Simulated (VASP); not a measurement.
# Ru (P6_3/mmc) in VASP: notebook

The runs below take Ru through single point, relaxation of cell and atoms, with LDA.

Program: VASP 6.6.1. These are calculated values, not measurements. Logs are shortened: lines on timing, memory, paths and dates and some standing lists are left out, and cuts for length are marked.

## 1. The cell of the first run

Symmetry: P6_3/mmc, No. 194, hexagonal system. Conventional cell: a = 2.672 Å, b = 2.672 Å, c = 4.230 Å, α = 90.00°, β = 90.00°, γ = 120.00°. Ru (site symmetry -6m2) has 12 Ru at 2.62 to 2.67 Å within 3.5 Å.

## 2. Single point, LDA

INCAR

```
PREC = Accurate
ENCUT = 500
EDIFF = 1E-6
ISMEAR = 0
SIGMA = 0.1
LREAL = False
LASPH = True
NELM = 120
ALGO = Normal
ISIF = 2
LWAVE = False
LCHARG = True
GGA = CA
LELF = True
LVHAR = True
NBANDS = 21
GGA_COMPAT = False
```

KPOINTS

```
regular mesh
0
Gamma
  12 12 6
```

POSCAR

```
Ru
1.0
    2.6719575172      0.0000000000      0.0000000000
   -1.3359787586      2.3139830878      0.0000000000
    0.0000000000      0.0000000000      4.2299482348
Ru
2
Direct
    0.3333333333      0.6666666667      0.2500000000
    0.6666666667      0.3333333333      0.7500000000
```

Potentials or basis: VASP PAW LDA potentials, release 64 (Ru_pv).

Command:

```
cat potpaw_LDA.64/Ru_pv/POTCAR > POTCAR
mpirun -np 1 vasp_std > vasp.out
```

OUTCAR:

```text
PREC = Accurate
   ENCUT = 500
   EDIFF = 1E-6
   ISMEAR = 0
   LREAL = False
   LASPH = True
   NELM = 120
   ISIF = 2
   GGA = CA

 ion  position               nearest neighbor table
   1  0.333  0.667  0.250-   2 2.62   2 2.62   2 2.62   2 2.62   2 2.62   2 2.62
   2  0.667  0.333  0.750-   1 2.62   1 2.62   1 2.62   1 2.62   1 2.62   1 2.62

  LATTYP: Found a hexagonal cell.
 ALAT       =     2.6719575172
 C/A-ratio  =     1.5830896291

  Lattice vectors:

 A1 = (   2.6719575172,   0.0000000000,   0.0000000000)
 A2 = (  -1.3359787586,   2.3139830878,   0.0000000000)
 A3 = (   0.0000000000,   0.0000000000,   4.2299482348)

Analysis of symmetry for initial positions (statically):
=====================================================================
 Subroutine PRICEL returns:
 Original cell was already a primitive cell.

 Routine SETGRP: Setting up the symmetry group for a
 hexagonal supercell.

 Subroutine GETGRP returns: Found 24 space group operations
 (whereof 12 operations were pure point group operations)
 out of a pool of 24 trial point group operations.

The static configuration has the point symmetry D_3d.
 The point group associated with its full space group is D_6h.

Analysis of symmetry for dynamics (positions and initial velocities):
=====================================================================
 Subroutine PRICEL returns:
 Original cell was already a primitive cell.

 Routine SETGRP: Setting up the symmetry group for a
 hexagonal supercell.

 Subroutine GETGRP returns: Found 24 space group operations
 (whereof 12 operations were pure point group operations)
 out of a pool of 24 trial point group operations.

The dynamic configuration has the point symmetry D_3d.
 The point group associated with its full space group is D_6h.

 Subroutine INISYM returns: Found 24 space group operations
 (whereof 12 operations are pure point group operations),
 and found     1 'primitive' translations

----------------------------------------------------------------------------------------

                                     Primitive cell

  volume of cell :      26.1532

  direct lattice vectors                    reciprocal lattice vectors
     2.671957517  0.000000000  0.000000000     0.374257447  0.216077638  0.000000000
    -1.335978759  2.313983088  0.000000000     0.000000000  0.432155276  0.000000000
     0.000000000  0.000000000  4.229948235     0.000000000  0.000000000  0.236409512

  length of vectors
[... 81 lines left out ...]
   NELM   =    120;   NELMIN=  2; NELMDL= -5     # of ELM steps
   EDIFF  = 0.1E-05   stopping-criterion for ELM
   LREAL  =      F    real-space projection
   EDIFFG = 0.1E-04   stopping-criterion for IOM
   NSW    =      0    number of steps for IOM
   IBRION =     -1    ionic relax: 0-MD 1-quasi-New 2-CG
   NFREE  =      0    steps in history (QN), initial steepest desc. (CG)
   ISIF   =      2    stress and relaxation
   ISYM   =      2    0-nonsym 1-usesym 2-fastsym
   POTIM  = 0.5000    time-step for ionic-motion
   TEBEG  =    0.0;   TEEND  =   0.0 temperature during run
   PSTRESS=    0.0 pullay stress
   NELECT =      28.0000    total number of electrons
   NUPDOWN=      -1.0000    fix difference up-down
   EMIN   =  10.00;   EMAX   =-10.00  energy-range for DOS
   EFERMI =   0.00;   METHOD = LEGACY
   ISMEAR =     0;   SIGMA  =   0.10  broadening in eV -4-tet -1-fermi 0-gaus
   EFERMI_NEDOS =   21; number of points for ismear=-14 and -15
   IALGO  =     38    algorithm
   IMIX   =      4    mixing-type and parameters
     AMIX     =   0.40;   BMIX     =  1.00
     AMIX_MAG =   1.60;   BMIX_MAG =  1.00
  volume/ion in A,a.u.               =      13.08        88.25
  Fermi-wavevector in a.u.,A,eV,Ry     =   1.674760  3.164838 38.161907  2.804821
  Thomas-Fermi vector in A             =   2.759499
   LORBIT       =      0    0 simple, 1 ext, 2 COOP (PROOUT), +10 PAW based schemes
   GGA     = CA    functional components
   LHFCALC =     F    Hartree Fock is set to
   AEXX    =    0.0000 exact exchange contribution
   IVDW    =     0    specifies the selected vdW correction
   LEPSILON=     F    determine dielectric tensor
   LRPA    =     F    only Hartree local field effects (RPA)
 non-spin polarized calculation
 Gauss-broadening in eV      SIGMA  =   0.10
  energy-cutoff  :      500.00
  volume of cell :       26.15
 maximum number of plane-waves:       693
 NGX is ok and might be reduce to    20
   NGX =  9   NGY =  9   NGZ = 15

 number of electron      27.9999992 magnetization

 Free energy of the ion-electron system (eV)
  ---------------------------------------------------
  ext. energy  EPLUGINS =         0.00000000
  ---------------------------------------------------
  free energy    TOTEN  =       -21.39994059 eV

  energy without entropy =      -21.39386261  energy(sigma->0) =      -21.39690160

 E-fermi :  13.3717     XC(G=0): -14.6121

 val. band max:       13.3218379851   @ k =   0.0833   0.0833   0.3333
 cond. band min:      13.3995005859   @ k =   0.4167  -0.0000   0.5000
 fundamental gap:      0.0776626008
 Fermi energy:        13.3717076442

 k-point     1 :       0.0000    0.0000    0.0000
  band No.  band energies     occupation
      1     -30.2078      2.00000
      2     -29.1410      2.00000
      3     -29.1410      2.00000
      4     -28.9474      2.00000
      5     -28.9474      2.00000
      6     -28.8939      2.00000
[... 565 lines left out ...]
     20      23.3420      0.00000
     21      25.3695      0.00000

 [... further k-points ...]

------------------------ aborting loop because EDIFF is reached ----------------------------------------

  FORCE on cell =-STRESS in cart. coord.  units (eV):
  Direction    XX          YY          ZZ          XY          YZ          ZX
  --------------------------------------------------------------------------------------
  -------------------------------------------------------------------------------------
  Total        0.1752632      0.1752632      0.1856057      0.0000000      0.0000000      0.0000000
  in kB       10.7368429     10.7368429     11.3704348      0.0000000      0.0000000      0.0000000
  external PRESSURE =      10.9480402 kB  Pullay stress =       0.0000000 kB

 VOLUME and BASIS-vectors are now :
 -----------------------------------------------------------------------------
  energy-cutoff  :      500.00
  volume of cell :       26.15
      direct lattice vectors                 reciprocal lattice vectors
     2.671957517  0.000000000  0.000000000     0.374257447  0.216077638  0.000000000
    -1.335978759  2.313983088  0.000000000     0.000000000  0.432155276  0.000000000
     0.000000000  0.000000000  4.229948235     0.000000000  0.000000000  0.236409512

 POSITION                                       TOTAL-FORCE (eV/Angst)
 -----------------------------------------------------------------------------------
     -0.00000      1.54266      1.05749         0.000000      0.000000      0.000000
      1.33598      0.77133      3.17246        -0.000000     -0.000000      0.000000
 -----------------------------------------------------------------------------------
    total drift:                               -0.000000      0.000000     -0.000000

  FREE ENERGIE OF THE ION-ELECTRON SYSTEM (eV)
  ---------------------------------------------------
  free  energy   TOTEN  =       -21.3999405916 eV

  energy  without entropy=      -21.3938626073  energy(sigma->0) =      -21.39690160
```

stdout:

```text
POSCAR found type information on POSCAR Ru
 POSCAR found :  1 types and       2 ions
 scaLAPACK will be used
 LDA part: xc-table for (Slater(with rela. corr.)+CA(PZ))
 , standard interpolation
 POSCAR, INCAR and KPOINTS ok, starting setup
 FFT: planning ... GRIDC
 FFT: planning ... GRID_SOFT
 FFT: planning ... GRID
 WAVECAR not read
 entering main loop
```

Run time: 12 s. Hardware: 1 thread of Intel Xeon 6975P-C (Granite Rapids), shared host; peak memory 0.15 GiB.

Results:

- Free energy: -21.3999 eV
- Pressure: 1.1 GPa
- Band gap on the k mesh: zero (bands 14 and 15 overlap by 3.36 eV)

## 3. Single point, LDA

INCAR

```
SYSTEM = Ru
ALGO = Normal
EDIFF = 1E-6
ENCUT = 500
GGA_COMPAT = .FALSE.
ISIF = 2
ISMEAR = 0
LASPH = .TRUE.
LCHARG = .FALSE.
LREAL = .FALSE.
LWAVE = .FALSE.
NBANDS = 21
NELM = 120
PREC = Accurate
SIGMA = 0.1
```

KPOINTS

```
k-points
0
G
  15 15 8
  0 0 0
```

POSCAR

```
Ru
1.0
    2.6738874567      0.0000000000      0.0000000000
   -1.3369437283      2.3156544644      0.0000000000
    0.0000000000      0.0000000000      4.2264002556
Ru
2
Direct
    0.3333333333      0.6666666667      0.2500000000
    0.6666666667      0.3333333333      0.7500000000
```

Potentials or basis: VASP PAW LDA potentials, release 64 (Ru_pv).

Command:

```
cat potpaw_LDA.64/Ru_pv/POTCAR > POTCAR
mpirun -np 1 vasp_std > vasp.out
```

Wall time 20 s (1 thread of Intel Xeon 6975P-C (Granite Rapids), shared host); peak memory 0.16 GiB.

The run converged. Its results:

* Free energy: -21.3991 eV
* Pressure: 1.0 GPa
* Band gap on the k mesh: zero (bands 14 and 15 overlap by 3.29 eV)

Levels at points of the mesh, in eV from the Fermi level:
| k point | band 12 | band 13 | band 14 | band 15 | band 16 | band 17 |
| --- | --- | --- | --- | --- | --- | --- |
| (0.00, 0.00, 0.00) | -2.03 | -2.03 | -1.48 | -1.48 | 1.27 | 1.27 |
| (0.00, 0.00, 0.50) | -2.94 | -2.83 | -2.83 | 0.60 | 0.60 | 0.60 |

## 4. Single point, LDA

INCAR

```
PREC     = Accurate       # precision mode
ENCUT    = 500            # plane-wave cutoff, eV
EDIFF    = 1E-6           # SCF threshold, eV
ISMEAR   = 0              # smearing method
SIGMA    = 0.1            # smearing width, eV
LREAL    = False          # projectors in reciprocal space
LASPH    = True           # aspherical terms in the spheres
NELM     = 120            # most SCF steps
ALGO     = Normal         # electronic algorithm
ISIF     = 2              # what is computed and relaxed
LWAVE    = False          # write WAVECAR
LCHARG   = False          # write CHGCAR
GGA      = CA             # functional
NBANDS   = 21             # bands
GGA_COMPAT= False
```

KPOINTS

```
regular mesh
0
Gamma
  18 18 10
```

POSCAR is that of step 3.

Command:

```
cat potpaw_LDA.64/Ru_pv/POTCAR > POTCAR
mpirun -np 1 vasp_std > vasp.out
```

Run time: 31 s. Hardware: 1 thread of Intel Xeon 6975P-C (Granite Rapids), shared host; peak memory 0.19 GiB.

The run converged. Its results:

- Free energy: -21.3936 eV
- Pressure: 1.0 GPa
- Band gap on the k mesh: zero (bands 14 and 15 overlap by 3.32 eV)

Levels at points of the mesh, in eV from the Fermi level:
```tsv
k point	band 11	band 12	band 13	band 14	band 15	band 16	band 17	band 18
(0.00, 0.00, 0.00)	-2.56	-2.03	-2.03	-1.48	-1.48	1.27	1.27	1.36
(0.50, 0.00, 0.00)	-2.17	-1.85	-1.59	1.54	1.99	2.07	4.30	6.39
(0.00, 0.00, 0.50)	-2.93	-2.93	-2.83	-2.83	0.60	0.60	0.60	0.60
(0.50, 0.00, 0.50)	-1.12	-1.12	0.48	0.48	1.81	1.81	3.55	3.55
```

## 5. Relaxation of cell and atoms, LDA

INCAR

```
  PREC = Accurate
  ENCUT = 500
  EDIFF = 1E-7
  ISMEAR = 0
  SIGMA = 0.1
  LREAL = F
  LASPH = T
  NELM = 120
  ALGO = Normal
  ISIF = 3
  LWAVE = F
  LCHARG = F
  IBRION = 2
  NSW = 100
  EDIFFG = -0.005
  GGA_COMPAT = F
  NELMIN = 4
```

KPOINTS

```
Automatic mesh
0
Gamma
  18 18 10
```

POSCAR

```
Ru
1.0
    2.6719575172      0.0000000000      0.0000000000
   -1.3359787586      2.3139830878      0.0000000000
    0.0000000000      0.0000000000      4.2299482348
Ru
2
Direct
    0.3333333333      0.6666666667      0.2500000000
    0.6666666667      0.3333333333      0.7500000000
```

Potentials or basis: VASP PAW LDA potentials, release 64 (Ru_pv).

Command:

```
cat potpaw_LDA.64/Ru_pv/POTCAR > POTCAR
mpirun -np 1 vasp_std > vasp.out
```

OUTCAR:

```text
PREC = Accurate
   ENCUT = 500
   EDIFF = 1E-7
   ISMEAR = 0
   LREAL = F
   LASPH = T
   NELM = 120
   ISIF = 3
   IBRION = 2
   NSW = 100
   EDIFFG = -0.005
   NELMIN = 4

 ion  position               nearest neighbor table
   1  0.333  0.667  0.250-   2 2.62   2 2.62   2 2.62   2 2.62   2 2.62   2 2.62
   2  0.667  0.333  0.750-   1 2.62   1 2.62   1 2.62   1 2.62   1 2.62   1 2.62

  LATTYP: Found a hexagonal cell.
 ALAT       =     2.6719575172
 C/A-ratio  =     1.5830896291

  Lattice vectors:

 A1 = (   2.6719575172,   0.0000000000,   0.0000000000)
 A2 = (  -1.3359787586,   2.3139830878,   0.0000000000)
 A3 = (   0.0000000000,   0.0000000000,   4.2299482348)

Analysis of symmetry for initial positions (statically):
=====================================================================
 Subroutine PRICEL returns:
 Original cell was already a primitive cell.

 Routine SETGRP: Setting up the symmetry group for a
 hexagonal supercell.

 Subroutine GETGRP returns: Found 24 space group operations
 (whereof 12 operations were pure point group operations)
 out of a pool of 24 trial point group operations.

The static configuration has the point symmetry D_3d.
 The point group associated with its full space group is D_6h.

Analysis of symmetry for dynamics (positions and initial velocities):
=====================================================================
 Subroutine PRICEL returns:
 Original cell was already a primitive cell.

 Routine SETGRP: Setting up the symmetry group for a
 hexagonal supercell.

 Subroutine GETGRP returns: Found 24 space group operations
 (whereof 12 operations were pure point group operations)
 out of a pool of 24 trial point group operations.

The dynamic configuration has the point symmetry D_3d.
 The point group associated with its full space group is D_6h.

[... 123 lines left out ...]
   GGA     = CA    functional components
   LHFCALC =     F    Hartree Fock is set to
   AEXX    =    0.0000 exact exchange contribution
   IVDW    =     0    specifies the selected vdW correction
   LEPSILON=     F    determine dielectric tensor
   LRPA    =     F    only Hartree local field effects (RPA)
 conjugate gradient relaxation of ions
 non-spin polarized calculation
 Gauss-broadening in eV      SIGMA  =   0.10
  energy-cutoff  :      500.00
  volume of cell :       26.15
 maximum number of plane-waves:       693
 NGX is ok and might be reduce to    20
   NGX =  9   NGY =  9   NGZ = 15

--------------------------------------- Ionic step        1  -------------------------------------------

 number of electron      27.9999992 magnetization

 Free energy of the ion-electron system (eV)
  ---------------------------------------------------
  ext. energy  EPLUGINS =         0.00000000
  ---------------------------------------------------
  free energy    TOTEN  =       -21.39342851 eV

  energy without entropy =      -21.38490168  energy(sigma->0) =      -21.38916510

------------------------ aborting loop because EDIFF is reached ----------------------------------------

  FORCE on cell =-STRESS in cart. coord.  units (eV):
  Direction    XX          YY          ZZ          XY          YZ          ZX
  --------------------------------------------------------------------------------------
  -------------------------------------------------------------------------------------
  Total        0.2349676      0.2349676      0.1255553      0.0000000      0.0000000     -0.0000000
  in kB       14.3944094     14.3944094      7.6916766      0.0000000      0.0000000     -0.0000000
  external PRESSURE =      12.1601651 kB  Pullay stress =       0.0000000 kB
[... 131 lines left out ...]
--------------------------------------- Ionic step        5  -------------------------------------------

 number of electron      27.9999992 magnetization

 Free energy of the ion-electron system (eV)
  ---------------------------------------------------
  ext. energy  EPLUGINS =         0.00000000
  ---------------------------------------------------
  free energy    TOTEN  =       -21.39382402 eV

  energy without entropy =      -21.38521824  energy(sigma->0) =      -21.38952113

 E-fermi :  13.3272     XC(G=0): -14.5911

 val. band max:       13.3251329306   @ k =   0.1667   0.1111   0.3000
 cond. band min:      13.3447428405   @ k =   0.4444   0.1111   0.5000
 fundamental gap:      0.0196099098
 Fermi energy:        13.3272404463

 k-point     1 :       0.0000    0.0000    0.0000
  band No.  band energies     occupation
      1     -30.2663      2.00000
      2     -29.2019      2.00000
      3     -29.2019      2.00000
      4     -29.0087      2.00000
      5     -29.0087      2.00000
      6     -28.9627      2.00000
[... 481 lines left out ...]
      5     -29.2934      2.00000
      6     -29.2043      2.00000
[... 10 lines left out ...]
     17      17.2776      0.00000
     18      21.0181      0.00000

 [... further k-points ...]

------------------------ aborting loop because EDIFF is reached ----------------------------------------

  FORCE on cell =-STRESS in cart. coord.  units (eV):
  Direction    XX          YY          ZZ          XY          YZ          ZX
  --------------------------------------------------------------------------------------
  -------------------------------------------------------------------------------------
  Total        0.0002009      0.0002009     -0.0011868      0.0000000      0.0000000     -0.0000000
  in kB        0.0122639      0.0122639     -0.0724559      0.0000000      0.0000000     -0.0000000
  external PRESSURE =      -0.0159760 kB  Pullay stress =       0.0000000 kB
[... 17 lines left out ...]
  FREE ENERGIE OF THE ION-ELECTRON SYSTEM (eV)
  ---------------------------------------------------
  free  energy   TOTEN  =       -21.3938240174 eV

  energy  without entropy=      -21.3852182374  energy(sigma->0) =      -21.38952113

 reached required accuracy - stopping structural energy minimisation
```

Run time: 88 s. Hardware: 1 thread of Intel Xeon 6975P-C (Granite Rapids), shared host; peak memory 0.19 GiB.

Results:

| Quantity | Value |
| --- | --- |
| Free energy | -21.3938 eV |
| Relaxed volume | 13.12 Å³/atom |
| Relaxed cell | a = 2.676 Å, b = 2.676 Å, c = 4.230 Å, α = 90.00°, β = 90.00°, γ = 120.00° |
| Space group after relaxing (to 0.1 Å) | P6_3/mmc (No. 194) |
| Energy gained by relaxing | 0.2 meV/atom |
| Ionic steps | 5 |
| Pressure after relaxing | 0.0 GPa |
| Band gap on the k mesh | zero (bands 14 and 15 overlap by 3.31 eV) |

Step by step:
```csv
step,energy change (eV),largest force (eV/Å),pressure (GPa),volume (Å³)
1,0.0000,0.0000,1.22,26.15
2,0.0032,0.0000,-3.88,26.53
3,-0.0004,0.0000,-0.05,26.24
4,-0.0004,0.0000,0.04,26.24
5,-0.0004,0.0000,0.00,26.24
```

Final structure:
```yaml
crystal:
  lattice:
    - [2.67634, 0.00000, 0.00000]
    - [-1.33817, 2.31778, 0.00000]
    - [0.00000, 0.00000, 4.23043]
  atoms:
    - { symbol: Ru, position: [0.33333, 0.66667, 0.25000] }
    - { symbol: Ru, position: [0.66667, 0.33333, 0.75000] }
```

## 6. The runs side by side

```csv
task,cell,k mesh,gap on the mesh (eV),pressure (GPa)
single point,"a = 2.672, b = 2.672, c = 4.230 Å, angles 90.0, 90.0, 120.0°, 2 atoms",12 × 12 × 6,none,1.1
single point,"a = 2.674, b = 2.674, c = 4.226 Å, angles 90.0, 90.0, 120.0°, 2 atoms",15 × 15 × 8,none,1.0
single point,"a = 2.674, b = 2.674, c = 4.226 Å, angles 90.0, 90.0, 120.0°, 2 atoms",18 × 18 × 10,none,1.0
relaxation of cell and atoms,"relaxed from a = 2.672, b = 2.672, c = 4.230 Å, angles 90.0, 90.0, 120.0°, 2 atoms",18 × 18 × 10,none,0.0
```

Alike in all rows: level LDA; potentials or basis VASP PAW LDA potentials, release 64 (Ru_pv); no spin polarisation; cutoff (eV) 500; smearing gaussian 0.1 eV.

Total energies depend on the potentials used, so only differences within one code and one set of settings carry meaning.
